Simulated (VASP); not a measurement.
Input of a VASP 6.6.1 run:

Contents of INCAR:

```
ALGO = Normal
EDIFF = 1E-6
ENCUT = 520
GGA = PE
ISIF = 2
ISMEAR = -1
LASPH = T
LCHARG = F
LREAL = F
LWAVE = F
NBANDS = 11
NELM = 80
PREC = Accurate
SIGMA = 0.1
```

KPOINTS

```
k-points
0
Gamma
  7 7 7
```

POSCAR

```
SiC
1.0
    0.0000000000      2.1420606605      2.1420606605
    2.1420606605      0.0000000000      2.1420606605
    2.1420606605      2.1420606605      0.0000000000
Si C
1 1
Direct
    0.0000000000      0.0000000000      0.0000000000
    0.2500000000      0.2500000000      0.2500000000
```

Potentials or basis: VASP PAW PBE potentials, release 64 (Si, C).

Command:

```bash
$ cat potpaw_PBE.64/Si/POTCAR potpaw_PBE.64/C/POTCAR > POTCAR
$ mpirun -np 1 vasp_std > vasp.out
```

What does it give for the pressure?

16.0 GPa.

Predict the band gap on the k mesh.

1.56 eV, indirect (least direct gap 4.73 eV).

A k mesh can miss the band edges.
